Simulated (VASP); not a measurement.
# MgZn4O (P4/nmm) in VASP: single point with PBE

Aim: the single point of MgZn4O with PBE.

Program: VASP 6.6.1. These are calculated values, not measurements. Logs are shortened: lines on timing, memory, paths and dates and some standing lists are left out, and cuts for length are marked.

## Step 1: The cell of the first run

The structure is tetragonal, space group P4/nmm (No. 129). The conventional cell has a = 2.882 Å, b = 2.882 Å, c = 20.509 Å, α = 90.00°, β = 90.00°, γ = 90.00°. Mg (site symmetry 4mm) has 5 O at 2.04 to 2.22 Å within 2.7 Å. Zn (site symmetry 4mm) has 13 Zn at 2.72 to 3.73 Å within 3.8 Å. Within 3.8 Å of Zn (site symmetry 4mm) lie 14 Zn at 2.76 to 3.71 Å. Zn (site symmetry 4mm) has 14 Zn at 2.75 to 3.73 Å within 3.8 Å. Zn (site symmetry 4mm) has 1 O at 2.71 Å and 9 Zn at 2.72 to 3.65 Å and 4 Mg at 3.38 Å within 3.7 Å. O (site symmetry 4mm) has 5 Mg at 2.04 to 2.22 Å and 1 Zn at 2.71 Å and 8 O at 2.88 to 3.00 Å within 3.1 Å.

## Step 2: Single point, PBE

File INCAR:

```
SYSTEM = MgZn4O
ALGO = Normal
EDIFF = 1E-6
ENCUT = 520
GGA = PE
ISIF = 2
ISMEAR = 0
LASPH = .True.
LCHARG = .False.
LREAL = .False.
LWAVE = .False.
NBANDS = 68
NELM = 80
PREC = Accurate
SIGMA = 0.2
```

File KPOINTS:

```
k-points
0
Gamma
  8 8 1
  0 0 0
```

File POSCAR:

```
MgZn4O
1.0
    2.8819053334      0.0000000000      0.0000000000
    0.0000000000      2.8819053334      0.0000000000
    0.0000000000      0.0000000000     20.5086528678
Mg Zn O
2 8 2
Direct
    0.0000000000      0.5000000000      0.9455396556
    0.5000000000      0.0000000000      0.0544603444
    1.0000000000      0.5000000000      0.7266438781
    0.5000000000      0.0000000000      0.6361570908
    0.0000000000      0.5000000000      0.5449651036
    0.5000000000      1.0000000000      0.8141543038
    0.0000000000      0.5000000000      0.1858456962
    0.5000000000      0.0000000000      0.2733561219
    1.0000000000      0.5000000000      0.3638429092
    0.5000000000      0.0000000000      0.4550348964
    0.0000000000      0.5000000000      0.0537574475
    0.5000000000      1.0000000000      0.9462425525
```

Potentials or basis: VASP PAW PBE potentials, release 64 (Mg, Zn, O).

Command:

```sh
$ cat potpaw_PBE.64/Mg/POTCAR potpaw_PBE.64/Zn/POTCAR potpaw_PBE.64/O/POTCAR > POTCAR
$ mpirun -np 1 vasp_std > vasp.out
```

OUTCAR:

```text
SYSTEM = MgZn4O
   EDIFF = 1E-6
   ENCUT = 520
   GGA = PE
   ISIF = 2
   ISMEAR = 0
   LASPH = .True.
   LREAL = .False.
   NELM = 80
   PREC = Accurate

 ion  position               nearest neighbor table
   1  0.000  0.500  0.946-  12 2.04  12 2.04  12 2.04  12 2.04  11 2.22   2 3.02   2 3.02   2 3.02
                             2 3.02
   2  0.500  0.000  0.054-  11 2.04  11 2.04  11 2.04  11 2.04  12 2.22   1 3.02   1 3.02   1 3.02
                             1 3.02
   3  0.000  0.500  0.727-   6 2.72   6 2.72   6 2.72   6 2.72   4 2.76   4 2.76   4 2.76   4 2.76

   4  0.500  0.000  0.636-   3 2.76   3 2.76   3 2.76   3 2.76   5 2.77   5 2.77   5 2.77   5 2.77

   5  0.000  0.500  0.545-  10 2.75  10 2.75  10 2.75  10 2.75   4 2.77   4 2.77   4 2.77   4 2.77

   6  0.500  0.000  0.814-   3 2.72   3 2.72   3 2.72   3 2.72
   7  0.000  0.500  0.186-   8 2.72   8 2.72   8 2.72   8 2.72
   8  0.500  0.000  0.273-   7 2.72   7 2.72   7 2.72   7 2.72   9 2.76   9 2.76   9 2.76   9 2.76

   9  0.000  0.500  0.364-   8 2.76   8 2.76   8 2.76   8 2.76  10 2.77  10 2.77  10 2.77  10 2.77

  10  0.500  0.000  0.455-   5 2.75   5 2.75   5 2.75   5 2.75   9 2.77   9 2.77   9 2.77   9 2.77

  11  0.000  0.500  0.054-   2 2.04   2 2.04   2 2.04   2 2.04   1 2.22
  12  0.500  0.000  0.946-   1 2.04   1 2.04   1 2.04   1 2.04   2 2.22

  LATTYP: Found a simple tetragonal cell.
 ALAT       =     2.8819053334
 C/A-ratio  =     7.1163520294

  Lattice vectors:

 A1 = (   2.8819053334,   0.0000000000,   0.0000000000)
 A2 = (   0.0000000000,   2.8819053334,   0.0000000000)
 A3 = (   0.0000000000,   0.0000000000,  20.5086528678)

Analysis of symmetry for initial positions (statically):
=====================================================================
 Subroutine PRICEL returns:
 Original cell was already a primitive cell.

 Routine SETGRP: Setting up the symmetry group for a
 simple tetragonal supercell.

 Subroutine GETGRP returns: Found 16 space group operations
 (whereof  8 operations were pure point group operations)
 out of a pool of 16 trial point group operations.

The static configuration has the point symmetry D_2d.
 The point group associated with its full space group is D_4h.

Analysis of symmetry for dynamics (positions and initial velocities):
=====================================================================
 Subroutine PRICEL returns:
 Original cell was already a primitive cell.

 Routine SETGRP: Setting up the symmetry group for a
 simple tetragonal supercell.

 Subroutine GETGRP returns: Found 16 space group operations
 (whereof  8 operations were pure point group operations)
 out of a pool of 16 trial point group operations.

The dynamic configuration has the point symmetry D_2d.
 The point group associated with its full space group is D_4h.

 Subroutine INISYM returns: Found 16 space group operations
 (whereof  8 operations are pure point group operations),
 and found     1 'primitive' translations

----------------------------------------------------------------------------------------

                                     Primitive cell

  volume of cell :     170.3321

  direct lattice vectors                    reciprocal lattice vectors
     2.881905333  0.000000000  0.000000000     0.346992661  0.000000000  0.000000000
     0.000000000  2.881905333  0.000000000     0.000000000  0.346992661  0.000000000
     0.000000000  0.000000000 20.508652868     0.000000000  0.000000000  0.048759907

  length of vectors
     2.881905333  2.881905333 20.508652868     0.346992661  0.346992661  0.048759907

  position of ions in fractional coordinates (direct lattice)
     0.000000000  0.500000000  0.945539656
     0.500000000  0.000000000  0.054460344
     0.000000000  0.500000000  0.726643878
     0.500000000  0.000000000  0.636157091
     0.000000000  0.500000000  0.544965104
     0.500000000  0.000000000  0.814154304
     0.000000000  0.500000000  0.185845696
     0.500000000  0.000000000  0.273356122
     0.000000000  0.500000000  0.363842909
     0.500000000  0.000000000  0.455034896
     0.000000000  0.500000000  0.053757447
     0.500000000  0.000000000  0.946242553

  ion indices of the primitive-cell ions
[... 27 lines left out ...]
     0.000000000  0.000000000  0.048759907     0.000000000  0.000000000  1.000000000

  Length of vectors
     0.043374083  0.043374083  0.048759907

  Shift w.r.t. Gamma in fractional coordinates (k-lattice)
     0.000000000  0.000000000  0.000000000

 Subroutine IBZKPT returns following result:
 ===========================================

 Found     15 irreducible k-points:

 Following reciprocal coordinates:
            Coordinates               Weight
  0.000000  0.000000  0.000000      1.000000
  0.125000  0.000000  0.000000      4.000000
  0.250000  0.000000  0.000000      4.000000
  0.375000  0.000000  0.000000      4.000000
  0.500000  0.000000  0.000000      2.000000
  0.125000  0.125000  0.000000      4.000000
  0.250000  0.125000  0.000000      8.000000
  0.375000  0.125000  0.000000      8.000000
  0.500000  0.125000  0.000000      4.000000
  0.250000  0.250000  0.000000      4.000000
  0.375000  0.250000  0.000000      8.000000
  0.500000  0.250000  0.000000      4.000000
  0.375000  0.375000  0.000000      4.000000
  0.500000  0.375000  0.000000      4.000000
  0.500000  0.500000  0.000000      1.000000
   k-points           NKPTS =     15   k-points in BZ     NKDIM =     15   number of bands    NBANDS=     68
   number of dos      NEDOS =    301   number of ions     NIONS =     12
   total plane-waves  NPLWV =  92160
   dimension x,y,z NGX =    24 NGY =   24 NGZ =  160
   dimension x,y,z NGXF=    48 NGYF=   48 NGZF=  320
   ions per type =               2   8   2
   NGX,Y,Z   is equivalent  to a cutoff of  13.84, 13.84, 12.97 a.u.
   NGXF,Y,Z  is equivalent  to a cutoff of  27.69, 27.69, 25.94 a.u.
 SYSTEM =  MgZn4O
   PREC   = accura    normal or accurate (medium, high low for compatibility)
   ISTART =      0    job   : 0-new  1-cont  2-samecut
   ICHARG =      2    charge: 1-file 2-atom 10-const
   ISPIN  =      1    spin polarized calculation?
   LNONCOLLINEAR =      F non collinear calculations
   LSORBIT =      F    spin-orbit coupling
   LASPH  =      T    aspherical Exc in radial PAW
   ENCUT  =  520.0 eV  38.22 Ry    6.18 a.u.   5.36  5.36 38.13*2*pi/ulx,y,z
   NELM   =     80;   NELMIN=  2; NELMDL= -5     # of ELM steps
   EDIFF  = 0.1E-05   stopping-criterion for ELM
   LREAL  =      F    real-space projection
   EDIFFG = 0.1E-04   stopping-criterion for IOM
   NSW    =      0    number of steps for IOM
   IBRION =     -1    ionic relax: 0-MD 1-quasi-New 2-CG
   NFREE  =      0    steps in history (QN), initial steepest desc. (CG)
   ISIF   =      2    stress and relaxation
   ISYM   =      2    0-nonsym 1-usesym 2-fastsym
   POTIM  = 0.5000    time-step for ionic-motion
   TEBEG  =    0.0;   TEEND  =   0.0 temperature during run
   PSTRESS=    0.0 pullay stress
   NELECT =     112.0000    total number of electrons
   NUPDOWN=      -1.0000    fix difference up-down
   EMIN   =  10.00;   EMAX   =-10.00  energy-range for DOS
   EFERMI =   0.00;   METHOD = LEGACY
   ISMEAR =     0;   SIGMA  =   0.20  broadening in eV -4-tet -1-fermi 0-gaus
   EFERMI_NEDOS =   21; number of points for ismear=-14 and -15
   IALGO  =     38    algorithm
   IMIX   =      4    mixing-type and parameters
     AMIX     =   0.40;   BMIX     =  1.00
     AMIX_MAG =   1.60;   BMIX_MAG =  1.00
  volume/ion in A,a.u.               =      14.19        95.79
  Fermi-wavevector in a.u.,A,eV,Ry     =   1.423580  2.690177 27.573309  2.026581
  Thomas-Fermi vector in A             =   2.544163
   LORBIT       =      0    0 simple, 1 ext, 2 COOP (PROOUT), +10 PAW based schemes
   GGA     = PE    functional components
   LHFCALC =     F    Hartree Fock is set to
   AEXX    =    0.0000 exact exchange contribution
   IVDW    =     0    specifies the selected vdW correction
   LEPSILON=     F    determine dielectric tensor
   LRPA    =     F    only Hartree local field effects (RPA)
 non-spin polarized calculation
 Gauss-broadening in eV      SIGMA  =   0.20
  energy-cutoff  :      520.00
  volume of cell :      170.33
 maximum number of plane-waves:      4633
 NGX is ok and might be reduce to    24
   NGX = 11   NGY = 11   NGZ = 77

 number of electron     112.0000025 magnetization

 Free energy of the ion-electron system (eV)
  ---------------------------------------------------
  ext. energy  EPLUGINS =         0.00000000
  ---------------------------------------------------
  free energy    TOTEN  =       -31.04325272 eV

  energy without entropy =      -30.97068757  energy(sigma->0) =      -31.00697014

 E-fermi :   3.3517     XC(G=0): -11.0597

 val. band max:        3.3489924663   @ k =   0.0000   0.0000   0.0000
 cond. band min:       3.3593458107   @ k =   0.1250   0.0000   0.0000
 fundamental gap:      0.0103533444
 Fermi energy:         3.3516986777

 k-point     1 :       0.0000    0.0000    0.0000
  band No.  band energies     occupation
      1     -16.1435      2.00000
      2     -15.3978      2.00000
      3      -6.8197      2.00000
      4      -6.4060      2.00000
      5      -5.7450      2.00000
      6      -4.9821      2.00000
[... 1054 lines left out ...]
     67       7.2439      0.00000
     68       7.2439      0.00000

------------------------ aborting loop because EDIFF is reached ----------------------------------------

  FORCE on cell =-STRESS in cart. coord.  units (eV):
  Direction    XX          YY          ZZ          XY          YZ          ZX
  --------------------------------------------------------------------------------------
  -------------------------------------------------------------------------------------
  Total        0.4724078      0.4724078     -0.7538175      0.0000000      0.0000000      0.0000000
  in kB        4.4435606      4.4435606     -7.0905554      0.0000000      0.0000000      0.0000000
  external PRESSURE =       0.5988553 kB  Pullay stress =       0.0000000 kB

 VOLUME and BASIS-vectors are now :
 -----------------------------------------------------------------------------
  energy-cutoff  :      520.00
  volume of cell :      170.33
      direct lattice vectors                 reciprocal lattice vectors
     2.881905333  0.000000000  0.000000000     0.346992661  0.000000000  0.000000000
     0.000000000  2.881905333  0.000000000     0.000000000  0.346992661  0.000000000
     0.000000000  0.000000000 20.508652868     0.000000000  0.000000000  0.048759907

 POSITION                                       TOTAL-FORCE (eV/Angst)
 -----------------------------------------------------------------------------------
      0.00000      1.44095     19.39174         0.000000      0.000000      0.006331
      1.44095      0.00000      1.11691         0.000000      0.000000     -0.006331
      0.00000      1.44095     14.90249        -0.000000      0.000000     -0.054906
      1.44095      0.00000     13.04672         0.000000      0.000000      0.102991
      0.00000      1.44095     11.17650         0.000000     -0.000000     -0.031625
      1.44095      0.00000     16.69721        -0.000000      0.000000     -0.025872
      0.00000      1.44095      3.81144         0.000000      0.000000      0.025872
      1.44095      0.00000      5.60617         0.000000      0.000000      0.054906
      0.00000      1.44095      7.46193         0.000000     -0.000000     -0.102991
      1.44095      0.00000      9.33215        -0.000000      0.000000      0.031625
      0.00000      1.44095      1.10249         0.000000      0.000000     -0.002224
      1.44095      0.00000     19.40616         0.000000      0.000000      0.002224
 -----------------------------------------------------------------------------------
    total drift:                                0.000000      0.000000      0.000000

  FREE ENERGIE OF THE ION-ELECTRON SYSTEM (eV)
  ---------------------------------------------------
  free  energy   TOTEN  =       -31.0432527202 eV

  energy  without entropy=      -30.9706875688  energy(sigma->0) =      -31.00697014
```

It took 2 min on 1 thread of Intel Xeon 6975P-C (Granite Rapids), shared host; peak memory 0.36 GiB.

What came out:

* Free energy: -31.0433 eV
* Pressure: 0.1 GPa
* Largest force: 0.103 eV/Å
* Band gap on the k mesh: zero (bands 56 and 57 overlap by 2.62 eV)

Forces on the atoms (eV/Å):
```
Mg   0.000  0.000  0.006
Mg   0.000  0.000 -0.006
Zn   0.000  0.000 -0.055
Zn   0.000  0.000  0.103
Zn   0.000  0.000 -0.032
Zn   0.000  0.000 -0.026
Zn   0.000  0.000  0.026
Zn   0.000  0.000  0.055
Zn   0.000  0.000 -0.103
Zn   0.000  0.000  0.032
O    0.000  0.000 -0.002
O    0.000  0.000  0.002
```

Stress tensor (GPa, compression positive):
```
 0.44  0.00  0.00
 0.00  0.44  0.00
 0.00  0.00 -0.71
```
